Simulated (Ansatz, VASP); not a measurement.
**Ru in VASP and in Ansatz**

The input INCAR:

```
SYSTEM = Ru
ALGO     = Fast           ! electronic algorithm
EDIFF    = 1E-6           ! SCF threshold, eV
ENCUT    = 520            ! plane-wave cutoff, eV
GGA      = PS             ! functional
ISIF     = 2              ! what is computed and relaxed
ISMEAR   = 0              ! smearing method
LASPH    = .TRUE.         ! aspherical terms in the spheres
LCHARG   = .FALSE.        ! write CHGCAR
LREAL    = .FALSE.        ! projectors in reciprocal space
LWAVE    = .FALSE.        ! write WAVECAR
NBANDS   = 21             ! bands
NELM     = 60             ! most SCF steps
PREC     = Accurate       ! precision mode
SIGMA    = 0.1            ! smearing width, eV
```

KPOINTS

```
k-points
0
G
  24 24 12
  0 0 0
```

File POSCAR:

```
Ru
1.0
    2.6894812013      0.0000000000      0.0000000000
   -1.3447406006      2.3291590433      0.0000000000
    0.0000000000      0.0000000000      4.3795013400
Ru
2
Direct
    0.3333333333      0.6666666667      0.2500000000
    0.6666666667      0.3333333333      0.7500000000
```

Input for Ansatz:

```yaml
crystal:
  lattice:
    - [2.6894812013, 0.0, 0.0]
    - [-1.3447406006, 2.3291590433, 0.0]
    - [0.0, 0.0, 4.37950134]
  atoms:
    - { symbol: Ru, position: [0.3333333333, 0.6666666667, 0.25] }
    - { symbol: Ru, position: [0.6666666667, 0.3333333333, 0.75] }
basis:
  ecutwfc: 420
kpoints:
  mp_grid: { grid: [24, 24, 12] }
hamiltonian:
  xc: pbesol
scf:
  occupations: { method: gaussian, width: 0.1 }
output:
  forces: true
  stress: true
  eigenvalues: true
```

Change from the starting cell: strain along c alone, the other axes held, atoms relaxed: +3.0 %.

Alike in both runs: task single point; functional PBEsol; k mesh 24 × 24 × 12; occupations gaussian, width 0.1 eV; no spin polarisation.

```csv
,VASP,Ansatz
version,VASP 6.6.1,Ansatz 0.2.0
potentials or method,"VASP PAW PBE potentials, release 64 (Ru_pv), cutoff 520 eV","scalar-relativistic, plane waves, PAW"
valence electrons in the cell,28,32
```

VASP gave:

```
gap on the k mesh at the Fermi level (eV)                     : none
pressure (GPa)                                                : -9.6
traceless stress, the component that is largest in VASP (GPa) : -9.58
```

Question: What did Ansatz give for the same quantities?

Answer: gap on the k mesh at the Fermi level (eV): none; pressure (GPa): -9.5; traceless stress, the component that is largest in VASP (GPa): -9.60.

VASP's potentials were made for PBE, not for PBEsol. A gap of «none» marks a metal or a gap that the smearing closes. VASP's potentials hold 28 valence electrons a cell and Ansatz's 32, so a difference there can come from the potentials and not from the codes.
